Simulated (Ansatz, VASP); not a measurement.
## GaAs: VASP beside Ansatz

INCAR

```
SYSTEM = GaAs
PREC = Accurate ; ENCUT = 520
EDIFF = 1E-6 ; ISMEAR = 0
SIGMA = 0.1 ; LREAL = .FALSE.
LASPH = .TRUE. ; NELM = 60
ALGO = Normal ; ISIF = 2
LWAVE = .FALSE. ; LCHARG = .TRUE.
GGA = PE ; LELF = .TRUE.
LVHAR = .TRUE. ; NBANDS = 16
```

The input KPOINTS:

```
regular mesh
0
G
  6 6 6
  0 0 0
```

The input POSCAR:

```
GaAs
1.0
    0.0000000000      2.8750910500      2.8750910500
    2.8750910500      0.0000000000      2.8750910500
    2.8750910500      2.8750910500      0.0000000000
Ga As
1 1
Direct
    0.0000000000      0.0000000000      0.0000000000
    0.7500000000      0.7500000000      0.7500000000
```

Input for Ansatz:

```yaml
crystal:
  lattice:
    - [0.0, 2.87509105, 2.87509105]
    - [2.87509105, 0.0, 2.87509105]
    - [2.87509105, 2.87509105, 0.0]
  atoms:
    - { symbol: Ga, position: [0.0, 0.0, 0.0] }
    - { symbol: As, position: [0.75, 0.75, 0.75] }
basis:
  ecutwfc: 420
kpoints:
  mp_grid: { grid: [6, 6, 6] }
hamiltonian:
  xc: pbe
  pseudopotentials: { kind: paw, azcp: { folder: soft_1 } }
scf:
  occupations: { method: gaussian, width: 0.1 }
output:
  forces: true
  stress: true
  eigenvalues: true
```

Alike in both runs: task single point; functional PBE; k mesh 6 × 6 × 6; occupations gaussian, width 0.1 eV; no spin polarisation.

|  | VASP | Ansatz |
| --- | --- | --- |
| version | VASP 6.6.1 | Ansatz 0.2.0 |
| potentials or method | VASP PAW PBE potentials, release 64 (Ga_d, As), cutoff 520 eV | scalar-relativistic, plane waves, PAW |
| valence electrons in the cell | 18 | 28 |

VASP gave:

* gap on the k mesh at the Fermi level (eV): 0.14
* least direct gap on the mesh (eV): 0.14
* pressure (GPa): 0.0

Q: What did Ansatz give for the same quantities?

A: gap on the k mesh at the Fermi level (eV): 0.14; least direct gap on the mesh (eV): 0.14; pressure (GPa): -0.1.

VASP's potentials hold 18 valence electrons a cell and Ansatz's 28, so a difference there can come from the potentials and not from the codes.
